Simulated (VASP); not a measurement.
Wanted: the native input for a VASP 6.6.1 run.

| Item | Value |
| --- | --- |
| Task | single point |
| Functional | r2SCAN |
| Potentials or basis | VASP PAW PBE potentials, release 64 (Ni, Ge_d) |
| Cutoff | 520 eV |
| k mesh | 18 × 18 × 18 |
| Occupations | gaussian, width 0.1 eV |
| Spin | no spin polarisation |
| Dipole correction | no |
| Further INCAR settings | ALGO = Normal; EDIFF = 1e-06; NBANDS = 19 |

Crystal: NiGe.

```xyz
2
Lattice="2.9353 0.0000 0.0000 0.0000 2.9353 0.0000 0.0000 0.0000 2.9353" Properties=species:S:1:pos:R:3 pbc="T T T"
Ni    1.4676    1.4676    1.4676
Ge    0.0000    0.0000    0.0000
```

One way to write it, as run:

POSCAR

```
NiGe
1.0
    2.9352640564      0.0000000000      0.0000000000
    0.0000000000      2.9352640564      0.0000000000
    0.0000000000      0.0000000000      2.9352640564
Ni Ge
1 1
Direct
    0.5000000000      0.5000000000      0.5000000000
    0.0000000000      0.0000000000      0.0000000000
```

INCAR.step1

```
PREC     = Accurate       # precision mode
ENCUT    = 520            # plane-wave cutoff, eV
ISMEAR   = 0              # smearing method
SIGMA    = 0.1            # smearing width, eV
LREAL    = False          # projectors in reciprocal space
LASPH    = True           # aspherical terms in the spheres
NELM     = 60             # most SCF steps
NBANDS   = 19             # bands
GGA      = PE             # functional
ALGO     = Normal         # electronic algorithm
EDIFF    = 1E-4           # SCF threshold, eV
LWAVE    = True           # write WAVECAR
LCHARG   = False          # write CHGCAR
```

INCAR.step2

```
PREC     = Accurate       # precision mode
ENCUT    = 520            # plane-wave cutoff, eV
EDIFF    = 1E-6           # SCF threshold, eV
ISMEAR   = 0              # smearing method
SIGMA    = 0.1            # smearing width, eV
LREAL    = False          # projectors in reciprocal space
LASPH    = True           # aspherical terms in the spheres
NELM     = 60             # most SCF steps
ALGO     = Normal         # electronic algorithm
ISIF     = 2              # what is computed and relaxed
LWAVE    = False          # write WAVECAR
LCHARG   = False          # write CHGCAR
METAGGA  = R2SCAN         # meta-GGA
LMIXTAU  = True         
NBANDS   = 19             # bands
ISTART   = 1
```

KPOINTS

```
Automatic mesh
0
Gamma
  18 18 18
```

Potentials or basis: VASP PAW PBE potentials, release 64 (Ni, Ge_d).

Run with:

```sh
$ cat potpaw_PBE.64/Ni/POTCAR potpaw_PBE.64/Ge_d/POTCAR > POTCAR
$ cp INCAR.step1 INCAR
$ mpirun -np 1 vasp_std > vasp.out
$ cp INCAR.step2 INCAR
$ mpirun -np 1 vasp_std > vasp.out
```

Results of the run:

```json
{"Pressure": "0.0 GPa", "Band gap on the k mesh": "zero (band 12 reaches 12.68 eV, above the bottom of band 13 at 9.18 eV)"}
```

Caveat: the PAW data sets were made with another functional, which shifts forces and pressure a little.

Wall time 94 s on 1 thread of Intel(R) Xeon(R) 6975P-C (Granite Rapids), on a shared host, peak memory 0.23 GiB.
